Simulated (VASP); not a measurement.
# CaBr (P6_3mc) in VASP: single point with PBE

Aim: the single point of CaBr with PBE.

Program: VASP 6.6.1. These are calculated values, not measurements. Logs are shortened: lines on timing, memory, paths and dates and some standing lists are left out, and cuts for length are marked.

**1. The cell of the first run**

Symmetry: P6_3mc, No. 186, hexagonal system. Conventional cell: a = 4.172 Å, b = 4.172 Å, c = 9.009 Å, α = 90.00°, β = 90.00°, γ = 120.00°. Ca (site symmetry 3m) has 4 Br at 2.57 to 3.09 Å within 3.4 Å. Within 3.4 Å of Br (site symmetry 3m) lie 4 Ca at 2.57 to 3.09 Å.

**2. Single point, PBE (strained and its atoms moved)**

INCAR reads:

```
SYSTEM = CaBr
PREC = Accurate ; ENCUT = 520
EDIFF = 1E-6 ; ISMEAR = 0
SIGMA = 0.1 ; LREAL = .FALSE.
LASPH = .TRUE. ; NELM = 100
ALGO = Normal ; ISIF = 2
LWAVE = .FALSE. ; LCHARG = .TRUE.
GGA = PE ; LELF = .TRUE.
LVHAR = .TRUE. ; NBANDS = 25
```

KPOINTS reads:

```
regular mesh
0
G
  12 12 6
  0 0 0
```

POSCAR reads:

```
CaBr
1.0
    4.1717938511      0.0000000000      0.0000000000
   -2.0858969255      3.6128794544      0.0000000000
    0.0000000000      0.0000000000      9.0091984840
Ca Br
2 2
Direct
    0.3333333300      0.6666666700      0.3301730114
    0.6666666700      0.3333333300      0.8301730114
    0.3333333300      0.6666666700      0.0448269886
    0.6666666700      0.3333333300      0.5448269886
```

Potentials or basis: VASP PAW PBE potentials, release 64 (Ca_sv, Br).

Started as:

```
> cat potpaw_PBE.64/Ca_sv/POTCAR potpaw_PBE.64/Br/POTCAR > POTCAR
> mpirun -np 1 vasp_std > vasp.out
```

OUTCAR:

```text
SYSTEM = CaBr
   PREC = Accurate
   ENCUT = 520
   EDIFF = 1E-6
   ISMEAR = 0
   LREAL = .FALSE.
   LASPH = .TRUE.
   NELM = 100
   ISIF = 2
   GGA = PE

 ion  position               nearest neighbor table
   1  0.333  0.667  0.330-   3 2.57
   2  0.667  0.333  0.830-   4 2.57
   3  0.333  0.667  0.045-   1 2.57
   4  0.667  0.333  0.545-   2 2.57

  LATTYP: Found a hexagonal cell.
 ALAT       =     4.1717938511
 C/A-ratio  =     2.1595502572

  Lattice vectors:

 A1 = (   4.1717938511,   0.0000000000,   0.0000000000)
 A2 = (  -2.0858969255,   3.6128794544,   0.0000000000)
 A3 = (   0.0000000000,   0.0000000000,   9.0091984840)

Analysis of symmetry for initial positions (statically):
=====================================================================
 Subroutine PRICEL returns:
 Original cell was already a primitive cell.

 Routine SETGRP: Setting up the symmetry group for a
 hexagonal supercell.

 Subroutine GETGRP returns: Found 12 space group operations
 (whereof  6 operations were pure point group operations)
 out of a pool of 24 trial point group operations.

The static configuration has the point symmetry C_3v.
 The point group associated with its full space group is C_6v.

Analysis of symmetry for dynamics (positions and initial velocities):
=====================================================================
 Subroutine PRICEL returns:
 Original cell was already a primitive cell.

 Routine SETGRP: Setting up the symmetry group for a
 hexagonal supercell.

 Subroutine GETGRP returns: Found 12 space group operations
 (whereof  6 operations were pure point group operations)
 out of a pool of 24 trial point group operations.

The dynamic configuration has the point symmetry C_3v.
 The point group associated with its full space group is C_6v.

 Subroutine INISYM returns: Found 12 space group operations
 (whereof  6 operations are pure point group operations),
 and found     1 'primitive' translations

----------------------------------------------------------------------------------------

                                     Primitive cell

  volume of cell :     135.7883

  direct lattice vectors                    reciprocal lattice vectors
[... 82 lines left out ...]
   PREC   = accura    normal or accurate (medium, high low for compatibility)
   ISTART =      0    job   : 0-new  1-cont  2-samecut
   ICHARG =      2    charge: 1-file 2-atom 10-const
   ISPIN  =      1    spin polarized calculation?
   LNONCOLLINEAR =      F non collinear calculations
   LSORBIT =      F    spin-orbit coupling
   LASPH  =      T    aspherical Exc in radial PAW
   ENCUT  =  520.0 eV  38.22 Ry    6.18 a.u.   7.76  7.76 16.75*2*pi/ulx,y,z
   NELM   =    100;   NELMIN=  2; NELMDL= -5     # of ELM steps
   EDIFF  = 0.1E-05   stopping-criterion for ELM
   LREAL  =      F    real-space projection
   EDIFFG = 0.1E-04   stopping-criterion for IOM
   NSW    =      0    number of steps for IOM
   IBRION =     -1    ionic relax: 0-MD 1-quasi-New 2-CG
   NFREE  =      0    steps in history (QN), initial steepest desc. (CG)
   ISIF   =      2    stress and relaxation
   ISYM   =      2    0-nonsym 1-usesym 2-fastsym
   POTIM  = 0.5000    time-step for ionic-motion
   TEBEG  =    0.0;   TEEND  =   0.0 temperature during run
   PSTRESS=    0.0 pullay stress
   NELECT =      34.0000    total number of electrons
   NUPDOWN=      -1.0000    fix difference up-down
   EMIN   =  10.00;   EMAX   =-10.00  energy-range for DOS
   EFERMI =   0.00;   METHOD = LEGACY
   ISMEAR =     0;   SIGMA  =   0.10  broadening in eV -4-tet -1-fermi 0-gaus
   EFERMI_NEDOS =   21; number of points for ismear=-14 and -15
   IALGO  =     38    algorithm
   IMIX   =      4    mixing-type and parameters
     AMIX     =   0.40;   BMIX     =  1.00
     AMIX_MAG =   1.60;   BMIX_MAG =  1.00
  volume/ion in A,a.u.               =      33.95       229.09
  Fermi-wavevector in a.u.,A,eV,Ry     =   1.031843  1.949901 14.486124  1.064700
  Thomas-Fermi vector in A             =   2.166011
   LORBIT       =      0    0 simple, 1 ext, 2 COOP (PROOUT), +10 PAW based schemes
   GGA     = PE    functional components
   LHFCALC =     F    Hartree Fock is set to
   AEXX    =    0.0000 exact exchange contribution
   IVDW    =     0    specifies the selected vdW correction
   LEPSILON=     F    determine dielectric tensor
   LRPA    =     F    only Hartree local field effects (RPA)
 non-spin polarized calculation
 Gauss-broadening in eV      SIGMA  =   0.10
  energy-cutoff  :      520.00
  volume of cell :      135.79
 maximum number of plane-waves:      3699
 NGX is ok and might be reduce to    32
   NGX = 15   NGY = 15   NGZ = 33

 number of electron      34.0000002 magnetization

 Free energy of the ion-electron system (eV)
  ---------------------------------------------------
  ext. energy  EPLUGINS =         0.00000000
  ---------------------------------------------------
  free energy    TOTEN  =       -11.60209089 eV

  energy without entropy =      -11.58064422  energy(sigma->0) =      -11.59136756

 E-fermi :   3.4204     XC(G=0):  -8.0536

 val. band max:        3.4157458841   @ k =   0.2500   0.1667   0.3333
 cond. band min:       3.4234119646   @ k =   0.3333  -0.0000   0.1667
 fundamental gap:      0.0076660805
 Fermi energy:         3.4203581271

 k-point     1 :       0.0000    0.0000    0.0000
  band No.  band energies     occupation
      1     -38.9670      2.00000
      2     -38.9663      2.00000
      3     -20.0899      2.00000
      4     -20.0232      2.00000
      5     -19.9808      2.00000
      6     -19.9808      2.00000
[... 661 lines left out ...]
     24       6.0167      0.00000
     25       6.3666      0.00000

 [... further k-points ...]
[... 5 lines left out ...]
  --------------------------------------------------------------------------------------
  -------------------------------------------------------------------------------------
  Total       -0.1031282     -0.1031282      8.0729430     -0.0000000      0.0000000      0.0000000
  in kB       -1.2168180     -1.2168180     95.2532940     -0.0000000      0.0000000      0.0000000
  external PRESSURE =      30.9398860 kB  Pullay stress =       0.0000000 kB

 VOLUME and BASIS-vectors are now :
 -----------------------------------------------------------------------------
  energy-cutoff  :      520.00
  volume of cell :      135.79
      direct lattice vectors                 reciprocal lattice vectors
     4.171793851  0.000000000  0.000000000     0.239705037  0.138393768  0.000000000
    -2.085896926  3.612879454  0.000000000     0.000000000  0.276787535  0.000000000
     0.000000000  0.000000000  9.009198484     0.000000000  0.000000000  0.110997666

 POSITION                                       TOTAL-FORCE (eV/Angst)
 -----------------------------------------------------------------------------------
     -0.00000      2.40859      2.97459         0.000000     -0.000000      1.283436
      2.08590      1.20429      7.47919        -0.000000      0.000000      1.283436
     -0.00000      2.40859      0.40386        -0.000000      0.000000     -1.283436
      2.08590      1.20429      4.90845         0.000000     -0.000000     -1.283436
 -----------------------------------------------------------------------------------
    total drift:                                0.000004     -0.000003     -0.000484

  FREE ENERGIE OF THE ION-ELECTRON SYSTEM (eV)
  ---------------------------------------------------
  free  energy   TOTEN  =       -11.6020908946 eV

  energy  without entropy=      -11.5806442179  energy(sigma->0) =      -11.59136756
```

It took 3.9 min on 1 thread of Oxide Virtual Turin-like, shared host; peak memory 0.36 GiB.

What came out:

```yaml
Free_energy: -11.6021 eV
Pressure: 3.1 GPa
Largest_force: 1.283 eV/Å
Band_gap_on_the_k_mesh: zero (band 17 reaches 4.01 eV, above the bottom of band 18 at 2.53 eV)
```

Forces on the atoms (eV/Å):
```
Ca   0.000  0.000  1.283
Ca   0.000  0.000  1.283
Br   0.000  0.000 -1.283
Br   0.000  0.000 -1.283
```

Levels at points of the mesh, in eV from the Fermi level:
| k point | band 15 | band 16 | band 17 | band 18 | band 19 | band 20 |
| --- | --- | --- | --- | --- | --- | --- |
| (0.00, 0.00, 0.00) | -4.47 | -4.47 | -1.65 | -0.40 | 1.74 | 1.74 |
| (0.50, 0.00, 0.00) | -4.96 | -4.77 | -0.01 | 0.10 | 1.22 | 1.26 |
| (0.00, 0.00, 0.50) | -4.55 | -4.55 | -0.90 | -0.90 | 1.84 | 1.84 |
| (0.50, 0.00, 0.50) | -4.87 | -4.87 | 0.06 | 0.06 | 1.21 | 1.21 |

Caveat: the cell differs from its parent crystal (strained and its atoms moved); forces of over 1 eV/Å act on the atoms, so gaps and moduli don't describe the material at rest.
